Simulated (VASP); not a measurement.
A run of VASP 6.6.1:

File INCAR:

```
PREC     = Accurate       # precision mode
ENCUT    = 520            # plane-wave cutoff, eV
EDIFF    = 1E-7           # SCF threshold, eV
ISMEAR   = -1             # smearing method
SIGMA    = 0.06122561905347299 # smearing width, eV
LREAL    = False          # projectors in reciprocal space
LASPH    = True           # aspherical terms in the spheres
NELM     = 100            # most SCF steps
ALGO     = Normal         # electronic algorithm
ISIF     = 2              # what is computed and relaxed
LWAVE    = False          # write WAVECAR
LCHARG   = False          # write CHGCAR
GGA      = PE             # functional
NBANDS   = 12             # bands
```

KPOINTS

```
Automatic mesh
0
Gamma
  21 21 21
```

Contents of POSCAR:

```
Cd
1.0
    0.0000000000      2.2218547561      2.2218547561
    2.2218547561      0.0000000000      2.2218547561
    2.2218547561      2.2218547561      0.0000000000
Cd
1
Direct
    0.0000000000      0.0000000000      0.0000000000
```

Potentials or basis: VASP PAW PBE potentials, release 64 (Cd).

The run is started by

```bash
$ cat potpaw_PBE.64/Cd/POTCAR > POTCAR
$ mpirun -np 1 vasp_std > vasp.out
```

Hardware: 1 thread of AMD EPYC 9R45 96-Core Processor (Zen 5), on a shared host.

Question: Estimate the wall time of this run.

Answer: Wall time 22 s on 1 thread of AMD EPYC 9R45 96-Core Processor (Zen 5) (shared host), peak memory 0.16 GiB. Counts: scf iterations 11, k points 286.
